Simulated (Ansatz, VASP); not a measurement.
## One calculation of BaIr3, two programs

```
CELL_PARAMETERS angstrom
4.35736 0.00000 0.00000
0.00000 4.35736 0.00000
0.00000 0.00000 4.35736
ATOMIC_POSITIONS crystal
Ba 0.00000 0.00000 0.00000
Ir 0.00000 0.50000 0.50000
Ir 0.50000 0.50000 0.00000
Ir 0.50000 0.00000 0.50000
```

Alike in both runs: task single point; functional PBE; k mesh 8 × 8 × 8; occupations gaussian, width 0.05 eV; no spin polarisation.

|  | VASP | Ansatz |
| --- | --- | --- |
| version | VASP 6.6.1 | Ansatz 0.2.0 |
| potentials or method | VASP PAW PBE potentials, release 64 (Ba_sv, Ir_sv_GW), cutoff 500 eV | scalar-relativistic, plane waves, PAW |
| valence electrons in the cell | 61 | 61 |

Ansatz gave:

```
gap on the k mesh at the Fermi level (eV) : none
pressure (GPa)                            : -10.2
```

Task: Estimate VASP's values.

Result: gap on the k mesh at the Fermi level (eV): none; pressure (GPa): -9.5.

A gap of «none» marks a metal or a gap that the smearing closes.

Spin-orbit coupling is off throughout.
